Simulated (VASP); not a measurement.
Wanted: the native input for a VASP 6.6.1 run.

| Quantity | Value |
| --- | --- |
| Task | single point |
| Functional | PBEsol |
| Potentials or basis | VASP PAW PBE potentials, release 64 (Ga_d) |
| Cutoff | 520 eV |
| k mesh | 8 × 6 × 5 |
| Occupations | fermi-dirac, width 0.05 eV |
| Spin | non-collinear spin, zero start, spin-orbit coupling |
| Starting moments | [[0.0, 0.0, 0.0], [0.0, 0.0, 0.0]] μB |
| Dipole correction | no |
| Further INCAR settings | ALGO = Fast; EDIFF = 1e-06; NBANDS = 38 |

The structure of Ga lies in POSCAR:

```
Ga
1.0
    2.7784220849      0.0000000000      0.0000000000
    0.0000000000      3.2816087900      0.0000000000
   -1.3434310986      0.0000000000      3.9902731763
Ga
2
Direct
    0.1345962700      0.7500000000      0.7701668300
    0.8654037300      0.2500000000      0.2298331700
```

One way to write it, as run:

INCAR

```
ALGO = Fast
EDIFF = 1E-6
ENCUT = 520
GGA = PS
GGA_COMPAT = F
ISIF = 2
ISMEAR = -1
LASPH = T
LCHARG = F
LNONCOLLINEAR = T
LORBIT = 11
LORBMOM = T
LREAL = F
LSORBIT = T
LWAVE = F
MAGMOM = 0 0 0 0 0 0
NBANDS = 38
NELM = 150
PREC = Accurate
SIGMA = 0.05
```

KPOINTS

```
k-points
0
Gamma
  8 6 5
```

Potentials or basis: VASP PAW PBE potentials, release 64 (Ga_d).

Launch:

```sh
$ cat potpaw_PBE.64/Ga_d/POTCAR > POTCAR
$ mpirun -np 1 vasp_ncl > vasp.out
```

It gave:

```
Pressure                                              : -0.4 GPa
Largest force                                         : 0.147 eV/Å
Net moment                                            : 0.00 μB per cell
Valence electrons inside the program's atomic spheres : Ga 11.59
```

Caveat: the PAW data sets were made with another functional, which shifts forces and pressure a little.

Wall time 5.6 min on 1 thread of AMD EPYC 7R13, on a shared host, peak memory 0.29 GiB.
